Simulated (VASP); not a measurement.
# AlNi (Pm) in VASP: further runs, part 2 of 2

VASP 6.6.1. Earlier steps stand in the parts before.

### Step 3. Single point, PBEsol (atoms displaced along several vibrational modes)

File INCAR:

```
ALGO = Fast
EDIFF = 1E-7
ENCUT = 520
GGA = PS
ISIF = 2
ISMEAR = 0
LASPH = T
LCHARG = T
LELF = T
LREAL = F
LVHAR = T
LWAVE = F
NBANDS = 14
NELM = 100
PREC = Accurate
SIGMA = 0.15
```

File KPOINTS:

```
k-points
0
Gamma
  16 16 16
```

File POSCAR:

```
AlNi
1.0
    2.0211996418     -2.0211459310      0.0000000000
    2.0211996418      2.0211459310      0.0000000000
    0.0000000000      0.0000000000      2.8688666946
Al Ni
1 1
Direct
   -0.0265885805      0.0000000000     -0.0132456486
    0.5122228531      0.5000000000      0.5060890658
```

Potentials or basis: VASP PAW PBE potentials, release 64 (Al, Ni).

The run is started by

```bash
> cat potpaw_PBE.64/Al/POTCAR potpaw_PBE.64/Ni/POTCAR > POTCAR
> mpirun -np 1 vasp_std > vasp.out
```

OUTCAR:

```text
EDIFF = 1E-7
   ENCUT = 520
   GGA = PS
   ISIF = 2
   ISMEAR = 0
   LASPH = T
   LREAL = F
   NELM = 100
   PREC = Accurate

 ion  position               nearest neighbor table
   1  0.973  0.000  0.987-   2 2.38   2 2.38   2 2.45   2 2.45   2 2.51   2 2.51   2 2.58   2 2.58

   2  0.512  0.500  0.506-   1 2.38   1 2.38   1 2.45   1 2.45   1 2.51   1 2.51   1 2.58   1 2.58

  LATTYP: Found a base centered orthorhombic cell.
 ALAT       =     4.0422918620
 B/A-ratio  =     1.0000265744
 C/A-ratio  =     0.7097129036

  Lattice vectors:

 A1 = (  -2.0211996418,  -2.0211459310,   0.0000000000)
 A2 = (   2.0211996418,  -2.0211459310,   0.0000000000)
 A3 = (   0.0000000000,   0.0000000000,   2.8688666946)

Analysis of symmetry for initial positions (statically):
=====================================================================
 Subroutine PRICEL returns:
 Original cell was already a primitive cell.

 Routine SETGRP: Setting up the symmetry group for a
 base centered orthorhombic supercell.

 Subroutine GETGRP returns: Found  1 space group operations
 (whereof  1 operations were pure point group operations)
 out of a pool of  8 trial point group operations.

The static configuration has the point symmetry C_1 .

Analysis of symmetry for dynamics (positions and initial velocities):
=====================================================================
 Subroutine PRICEL returns:
 Original cell was already a primitive cell.

 Routine SETGRP: Setting up the symmetry group for a
 base centered orthorhombic supercell.

 Subroutine GETGRP returns: Found  1 space group operations
 (whereof  1 operations were pure point group operations)
 out of a pool of  8 trial point group operations.

The dynamic configuration has the point symmetry C_1 .

 Subroutine INISYM returns: Found  1 space group operations
 (whereof  1 operations are pure point group operations),
 and found     1 'primitive' translations

----------------------------------------------------------------------------------------

                                     Primitive cell

  volume of cell :      23.4394

  direct lattice vectors                    reciprocal lattice vectors
     2.021199642 -2.021145931  0.000000000     0.247377839 -0.247384413  0.000000000
     2.021199642  2.021145931  0.000000000     0.247377839  0.247384413  0.000000000
     0.000000000  0.000000000  2.868866695     0.000000000  0.000000000  0.348569699

  length of vectors
     2.858369967  2.858369967  2.868866695     0.349849744  0.349849744  0.348569699

  position of ions in fractional coordinates (direct lattice)
     0.973411420  0.000000000  0.986754351
     0.512222853  0.500000000  0.506089066

  ion indices of the primitive-cell ions
   primitive index   ion index
                 1           1
                 2           2

----------------------------------------------------------------------------------------

 KPOINTS: k-points

Automatic generation of k-mesh.
 Grid dimensions read from file:
 generate k-points for:   16   16   16

 Generating k-lattice:

  Cartesian coordinates                     Fractional coordinates (reciprocal lattice)
     0.015461115 -0.015461526  0.000000000     0.062500000  0.000000000  0.000000000
     0.015461115  0.015461526  0.000000000     0.000000000  0.062500000  0.000000000
     0.000000000  0.000000000  0.021785606     0.000000000  0.000000000  0.062500000

  Length of vectors
     0.021865609  0.021865609  0.021785606

  Shift w.r.t. Gamma in fractional coordinates (k-lattice)
     0.000000000  0.000000000  0.000000000

 Subroutine IBZKPT returns following result:
 ===========================================

 Found   2052 irreducible k-points:

 Following reciprocal coordinates:
            Coordinates               Weight
  0.000000  0.000000  0.000000      1.000000
  0.062500  0.000000  0.000000      2.000000
 -0.000000 -0.062500  0.000000      2.000000
  0.125000  0.000000  0.000000      2.000000
 -0.000000 -0.125000  0.000000      2.000000
  0.187500 -0.000000  0.000000      2.000000
[... 16 lines left out ...]
  0.250000  0.062500  0.000000      2.000000
 -0.062500 -0.250000  0.000000      2.000000
 [... further k-points ...]
   k-points           NKPTS =   2052   k-points in BZ     NKDIM =   2052   number of bands    NBANDS=     14
   number of dos      NEDOS =    301   number of ions     NIONS =      2
   total plane-waves  NPLWV =  13824
   dimension x,y,z NGX =    24 NGY =   24 NGZ =   24
   dimension x,y,z NGXF=    48 NGYF=   48 NGZF=   48
   ions per type =               1   1
   NGX,Y,Z   is equivalent  to a cutoff of  13.96, 13.96, 13.91 a.u.
   NGXF,Y,Z  is equivalent  to a cutoff of  27.92, 27.92, 27.82 a.u.
 SYSTEM =  unknown system
   PREC   = accura    normal or accurate (medium, high low for compatibility)
   ISTART =      0    job   : 0-new  1-cont  2-samecut
   ICHARG =      2    charge: 1-file 2-atom 10-const
   ISPIN  =      1    spin polarized calculation?
   LNONCOLLINEAR =      F non collinear calculations
   LSORBIT =      F    spin-orbit coupling
   LASPH  =      T    aspherical Exc in radial PAW
   ENCUT  =  520.0 eV  38.22 Ry    6.18 a.u.   5.31  5.31  5.33*2*pi/ulx,y,z
   NELM   =    100;   NELMIN=  2; NELMDL= -5     # of ELM steps
   EDIFF  = 0.1E-06   stopping-criterion for ELM
   LREAL  =      F    real-space projection
   EDIFFG = 0.1E-05   stopping-criterion for IOM
   NSW    =      0    number of steps for IOM
   IBRION =     -1    ionic relax: 0-MD 1-quasi-New 2-CG
   NFREE  =      0    steps in history (QN), initial steepest desc. (CG)
   ISIF   =      2    stress and relaxation
   ISYM   =      2    0-nonsym 1-usesym 2-fastsym
   POTIM  = 0.5000    time-step for ionic-motion
   TEBEG  =    0.0;   TEEND  =   0.0 temperature during run
   PSTRESS=    0.0 pullay stress
   NELECT =      13.0000    total number of electrons
   NUPDOWN=      -1.0000    fix difference up-down
   EMIN   =  10.00;   EMAX   =-10.00  energy-range for DOS
   EFERMI =   0.00;   METHOD = LEGACY
   ISMEAR =     0;   SIGMA  =   0.15  broadening in eV -4-tet -1-fermi 0-gaus
   EFERMI_NEDOS =   21; number of points for ismear=-14 and -15
   IALGO  =     68    algorithm
   IMIX   =      4    mixing-type and parameters
     AMIX     =   0.40;   BMIX     =  1.00
     AMIX_MAG =   1.60;   BMIX_MAG =  1.00
  volume/ion in A,a.u.               =      11.72        79.09
  Fermi-wavevector in a.u.,A,eV,Ry     =   1.345055  2.541786 24.615310  1.809174
  Thomas-Fermi vector in A             =   2.472999
   LORBIT       =      0    0 simple, 1 ext, 2 COOP (PROOUT), +10 PAW based schemes
   GGA     = PS    functional components
   LHFCALC =     F    Hartree Fock is set to
   AEXX    =    0.0000 exact exchange contribution
   IVDW    =     0    specifies the selected vdW correction
   LEPSILON=     F    determine dielectric tensor
   LRPA    =     F    only Hartree local field effects (RPA)
 non-spin polarized calculation
 RMM-DIIS sequential band-by-band and
 Gauss-broadening in eV      SIGMA  =   0.15
  energy-cutoff  :      520.00
  volume of cell :       23.44
 maximum number of plane-waves:       653
 NGX is ok and might be reduce to    24
   NGX = 11   NGY = 11   NGZ = 11

 number of electron      12.9999999 magnetization

 Free energy of the ion-electron system (eV)
  ---------------------------------------------------
  ext. energy  EPLUGINS =         0.00000000
  ---------------------------------------------------
  free energy    TOTEN  =       -11.54269579 eV

  energy without entropy =      -11.53421802  energy(sigma->0) =      -11.53845691

 E-fermi :  10.1596     XC(G=0): -12.2593

 val. band max:       10.1588815965   @ k =  -0.2500  -0.4375  -0.4375
 cond. band min:      10.1598684434   @ k =   0.4375  -0.2500   0.4375
 fundamental gap:      0.0009868470
 Fermi energy:        10.1596089107

 k-point     1 :       0.0000    0.0000    0.0000
  band No.  band energies     occupation
      1      -1.1138      2.00000
      2       6.8049      2.00000
      3       6.8186      2.00000
      4       8.5506      2.00000
      5       8.5669      2.00000
      6       8.5784      2.00000
      7      15.6595      0.00000
      8      15.7926      0.00000
      9      15.7985      0.00000
     10      18.3794      0.00000
     11      18.4145      0.00000
     12      24.1413      0.00000
     13      31.1439      0.00000
     14      31.1823      0.00000
[... 377 lines left out ...]
      1       0.1111      2.00000
      2       6.4660      2.00000
      3       7.0548      2.00000
      4       8.1437      2.00000
      5       8.1633      2.00000
      6       8.5831      2.00000
      7      11.0861      0.00000
      8      16.2694      0.00000
      9      17.1975      0.00000
     10      19.0730      0.00000
     11      22.3465      0.00000
     12      25.1099      0.00000
     13      25.8911      0.00000
     14      28.4274      0.00000

 [... further k-points ...]
[... 5 lines left out ...]
  --------------------------------------------------------------------------------------
  -------------------------------------------------------------------------------------
  Total        0.1970791      0.1980568      0.1739270      0.0490989     -0.0980185      0.0979971
  in kB       13.4711271     13.5379525     11.8885926      3.3561000     -6.6999460      6.6984875
  external PRESSURE =      12.9658907 kB  Pullay stress =       0.0000000 kB

 VOLUME and BASIS-vectors are now :
 -----------------------------------------------------------------------------
  energy-cutoff  :      520.00
  volume of cell :       23.44
      direct lattice vectors                 reciprocal lattice vectors
     2.021199642 -2.021145931  0.000000000     0.247377839 -0.247384413  0.000000000
     2.021199642  2.021145931  0.000000000     0.247377839  0.247384413  0.000000000
     0.000000000  0.000000000  2.868866695     0.000000000  0.000000000  0.348569699

 POSITION                                       TOTAL-FORCE (eV/Angst)
 -----------------------------------------------------------------------------------
      1.96746     -1.96741      2.83087         0.495680     -0.495787      0.362101
      2.04590     -0.02470      1.45190        -0.495680      0.495787     -0.362101
 -----------------------------------------------------------------------------------
    total drift:                                0.000126     -0.000125     -0.000314

  FREE ENERGIE OF THE ION-ELECTRON SYSTEM (eV)
  ---------------------------------------------------
  free  energy   TOTEN  =       -11.5426957912 eV

  energy  without entropy=      -11.5342180189  energy(sigma->0) =      -11.53845691
```

OSZICAR:

```text
N       E                     dE             d eps       ncg     rms          rms(c)
DAV:   1     0.399243385634E+02    0.39924E+02   -0.53961E+03 58392   0.976E+02
DAV:   2    -0.114083985132E+02   -0.51333E+02   -0.46389E+02 61560   0.181E+02
DAV:   3    -0.131582260771E+02   -0.17498E+01   -0.17315E+01 72906   0.369E+01
DAV:   4    -0.131813231842E+02   -0.23097E-01   -0.23091E-01 68030   0.388E+00
DAV:   5    -0.131819983758E+02   -0.67519E-03   -0.67518E-03 74312   0.721E-01    0.128E+01
RMM:   6    -0.151564139352E+02   -0.19744E+01   -0.15559E+01 70226   0.493E+01    0.171E+01
RMM:   7    -0.115609648106E+02    0.35954E+01   -0.42857E+00 64723   0.253E+01    0.126E+00
RMM:   8    -0.115538290728E+02    0.71357E-02   -0.91012E-02 61997   0.298E+00    0.759E-01
RMM:   9    -0.115465222479E+02    0.73068E-02   -0.29918E-02 66185   0.110E+00    0.558E-01
RMM:  10    -0.115427377845E+02    0.37845E-02   -0.85713E-03 70789   0.116E+00    0.159E-01
RMM:  11    -0.115428596401E+02   -0.12186E-03   -0.10001E-03 78442   0.375E-01    0.132E-01
RMM:  12    -0.115426845768E+02    0.17506E-03   -0.39120E-04 77579   0.217E-01    0.317E-02
RMM:  13    -0.115426939900E+02   -0.94131E-05   -0.10115E-04 81843   0.725E-02    0.631E-03
RMM:  14    -0.115426956106E+02   -0.16206E-05   -0.16951E-05 84739   0.332E-02    0.967E-03
RMM:  15    -0.115426958652E+02   -0.25465E-06   -0.26405E-06 75990   0.105E-02    0.955E-03
RMM:  16    -0.115426965892E+02   -0.72396E-06   -0.14470E-06 68889   0.140E-02    0.116E-02
RMM:  17    -0.115426957348E+02    0.85439E-06   -0.24545E-06 69598   0.196E-02    0.115E-02
RMM:  18    -0.115426957912E+02   -0.56409E-07   -0.23174E-07 60592   0.574E-03
   1 F= -.11542696E+02 E0= -.11538457E+02  d E =-.847777E-02
```

Run time: 32 min. Hardware: 1 thread of Intel Xeon 8259CL, shared host; peak memory 0.72 GiB.

What came out:

| Item | Value |
| --- | --- |
| Free energy | -11.5427 eV |
| Pressure | 1.3 GPa |
| Largest force | 0.789 eV/Å |
| Band gap on the k mesh | zero (an odd number of electrons rules out a gap without spin polarisation) |

Forces in eV/Å, atoms in the order of the input:
```
Al   0.496 -0.496  0.362
Ni  -0.496  0.496 -0.362
```

Stress tensor (GPa, compression positive):
```
 1.35  0.34  0.67
 0.34  1.35 -0.67
 0.67 -0.67  1.19
```

Caveat: the cell differs from its parent crystal (atoms displaced along several vibrational modes); the PAW data sets were made with another functional, which shifts forces and pressure a little.

### Step 4. Single point, PBEsol (atoms displaced along several vibrational modes)

File INCAR:

```
PREC = Accurate
ENCUT = 520
EDIFF = 1E-6
ISMEAR = 0
SIGMA = 0.15
LREAL = F
LASPH = T
NELM = 80
ALGO = Fast
ISIF = 2
LWAVE = F
LCHARG = F
GGA = PS
NBANDS = 14
```

File KPOINTS:

```
regular mesh
0
Gamma
  16 16 16
```

File POSCAR:

```
AlNi
1.0
    2.0211996418     -2.0211459310      0.0000000000
    2.0211996418      2.0211459310      0.0000000000
    0.0000000000      0.0000000000      2.8688666946
Al Ni
1 1
Direct
   -0.0132942903      0.0000000000     -0.0132456486
    0.5061114266      0.5000000000      0.5060890658
```

The run is started by

```bash
> cat potpaw_PBE.64/Al/POTCAR potpaw_PBE.64/Ni/POTCAR > POTCAR
> mpirun -np 1 vasp_std > vasp.out
```

Run time: 25 min. Hardware: 1 thread of Intel Xeon 8259CL, shared host; peak memory 0.72 GiB.

The run converged. Its results:

```
Free energy            : -11.5719 eV
Pressure               : 0.6 GPa
Largest force          : 0.496 eV/Å
Band gap on the k mesh : zero (an odd number of electrons rules out a gap without spin polarisation)
```

Forces on the atoms (eV/Å):
```
Al   0.248 -0.248  0.351
Ni  -0.248  0.248 -0.351
```

Stress tensor (GPa, compression positive):
```
 0.78  0.08  0.34
 0.08  0.79 -0.34
 0.34 -0.34  0.37
```

Levels at points of the mesh, in eV from the Fermi level:
| k point | band 4 | band 5 | band 6 | band 7 | band 8 | band 9 | band 10 | band 11 |
| --- | --- | --- | --- | --- | --- | --- | --- | --- |
| (0.00, 0.00, 0.00) | -1.60 | -1.59 | -1.58 | 5.50 | 5.63 | 5.63 | 8.20 | 8.23 |
| (0.50, 0.00, 0.00) | -2.32 | -2.31 | -1.50 | -0.65 | 8.33 | 10.01 | 10.12 | 11.03 |
| (0.00, 0.50, 0.00) | -2.33 | -2.31 | -1.50 | -0.65 | 8.33 | 10.03 | 10.15 | 11.02 |
| (0.50, 0.50, 0.00) | -2.91 | -2.14 | -2.14 | -1.04 | 1.52 | 2.61 | 12.47 | 15.02 |
| (0.00, 0.00, 0.50) | -2.31 | -2.30 | -1.49 | -0.68 | 8.33 | 10.11 | 10.12 | 11.10 |
| (0.50, 0.00, 0.50) | -2.90 | -2.14 | -2.13 | -1.05 | 1.49 | 2.58 | 12.55 | 15.27 |
| (0.00, 0.50, 0.50) | -2.94 | -2.13 | -2.12 | -1.05 | 1.48 | 2.58 | 12.56 | 15.09 |
| (0.50, 0.50, 0.50) | -1.02 | -1.01 | 1.95 | 1.95 | 1.96 | 3.82 | 4.56 | 4.57 |

Caveat: the cell differs from its parent crystal (atoms displaced along several vibrational modes); the PAW data sets were made with another functional, which shifts forces and pressure a little. Spin polarisation is off, so any magnetic state and its effect on volume and gap are missing.

### Step 5. Single point, PBEsol (atoms displaced along several vibrational modes)

File INCAR:

```
  ALGO = Fast
  EDIFF = 1E-6
  ENCUT = 520
  GGA = PS
  ISIF = 2
  ISMEAR = 0
  LASPH = T
  LCHARG = T
  LELF = T
  LREAL = F
  LVHAR = T
  LWAVE = F
  NBANDS = 14
  NELM = 60
  PREC = Accurate
  SIGMA = 0.15
```

File KPOINTS:

```
k-points
0
Gamma
  16 16 16
```

File POSCAR:

```
AlNi
1.0
    2.0211996418     -2.0211459310      0.0000000000
    2.0211996418      2.0211459310      0.0000000000
    0.0000000000      0.0000000000      2.8688666946
Al Ni
1 1
Direct
   -0.0265885805      0.0000000000     -0.0066228243
    0.5122228531      0.5000000000      0.5030445329
```

The run is started by

```bash
> cat potpaw_PBE.64/Al/POTCAR potpaw_PBE.64/Ni/POTCAR > POTCAR
> mpirun -np 1 vasp_std > vasp.out
```

It took 5.5 min on 1 thread of Intel Xeon Platinum 8488C (Sapphire Rapids), shared host; peak memory 0.75 GiB.

Results (log left out):

| Property | Result |
| --- | --- |
| Free energy | -11.5502 eV |
| Pressure | 1.2 GPa |
| Largest force | 0.719 eV/Å |
| Band gap on the k mesh | zero (an odd number of electrons rules out a gap without spin polarisation) |

Forces in eV/Å, atoms in the order of the input:
```
Al   0.492 -0.492  0.181
Ni  -0.492  0.492 -0.181
```

Stress tensor (GPa, compression positive):
```
 1.20  0.33  0.34
 0.33  1.20 -0.34
 0.34 -0.34  1.17
```

Levels at points of the mesh, in eV from the Fermi level:
| k point | band 5 | band 6 | band 7 | band 8 | band 9 | band 10 |
| --- | --- | --- | --- | --- | --- | --- |
| (0.00, 0.00, 0.00) | -1.59 | -1.58 | 5.50 | 5.63 | 5.64 | 8.22 |
| (0.50, 0.00, 0.00) | -2.30 | -1.51 | -0.65 | 8.35 | 9.96 | 10.09 |
| (0.00, 0.50, 0.00) | -2.30 | -1.50 | -0.66 | 8.34 | 10.02 | 10.20 |
| (0.50, 0.50, 0.00) | -2.16 | -2.15 | -1.04 | 1.52 | 2.60 | 12.47 |
| (0.00, 0.00, 0.50) | -2.30 | -1.49 | -0.69 | 8.34 | 10.13 | 10.18 |
| (0.50, 0.00, 0.50) | -2.15 | -2.13 | -1.05 | 1.49 | 2.57 | 12.56 |
| (0.00, 0.50, 0.50) | -2.10 | -2.09 | -1.05 | 1.47 | 2.57 | 12.60 |
| (0.50, 0.50, 0.50) | -1.01 | 1.93 | 1.93 | 1.99 | 3.74 | 4.58 |

Caveat: the cell differs from its parent crystal (atoms displaced along several vibrational modes); the PAW data sets were made with another functional, which shifts forces and pressure a little.

### Step 6. Summary

```csv
cell,further INCAR settings,gap on the mesh (eV),pressure (GPa),largest force (eV/Å)
"as given, atomic positions A",ALGO = Fast; EDIFF = 1e-07; NBANDS = 14,none,1.4,0.79
"as given, atomic positions B",ALGO = Fast; EDIFF = 1e-07; NBANDS = 14,none,1.3,0.79
"as given, atomic positions C",ALGO = Fast; EDIFF = 1e-06; NBANDS = 14,none,0.6,0.50
"as given, atomic positions D",ALGO = Fast; EDIFF = 1e-06; NBANDS = 14,none,1.2,0.72
```

Alike in all rows: task single point; level PBEsol; potentials or basis VASP PAW PBE potentials, release 64 (Al, Ni); no spin polarisation; k mesh 16 × 16 × 16; cutoff (eV) 520; smearing gaussian 0.15 eV.

Caveats: the PAW data sets were made with another functional, which shifts forces and pressure a little.

Total energies depend on the potentials used, so only differences within one code and one set of settings carry meaning.
